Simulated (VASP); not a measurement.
A run of VASP 6.6.1:

The input INCAR:

```
PREC = Accurate
ENCUT = 500
EDIFF = 1E-6
ISMEAR = -1
SIGMA = 0.02
LREAL = F
LASPH = T
NELM = 120
ALGO = Normal
ISIF = 2
LWAVE = F
LCHARG = F
GGA = PE
NBANDS = 17
GGA_COMPAT = F
```

KPOINTS

```
Automatic mesh
0
Gamma
  8 8 8
```

Contents of POSCAR:

```
Na2S
1.0
   -0.0081385811      3.2554324508      3.2554324508
    3.2554324508     -0.0081385811      3.2554324508
    3.2472938697      3.2472938697      0.0000000000
S Na
1 2
Direct
    0.0000000000      0.0000000000      0.0000000000
    0.2503228338      0.2503228338      0.2496771662
    0.7496771662      0.7496771662      0.7503228338
```

Potentials or basis: VASP PAW PBE potentials, release 64 (S, Na_pv).

Launch:

```console
$ cat potpaw_PBE.64/S/POTCAR potpaw_PBE.64/Na_pv/POTCAR > POTCAR
$ mpirun -np 1 vasp_std > vasp.out
```

Hardware: 1 thread of AMD EPYC 9R45 96-Core Processor (Zen 5) (shared host).

Question: Estimate the wall time of this run.

Answer: Run time: 110 s on 1 thread of AMD EPYC 9R45 96-Core Processor (Zen 5) (shared host), peak memory 0.22 GiB. Counts: scf iterations 22, k points 95.
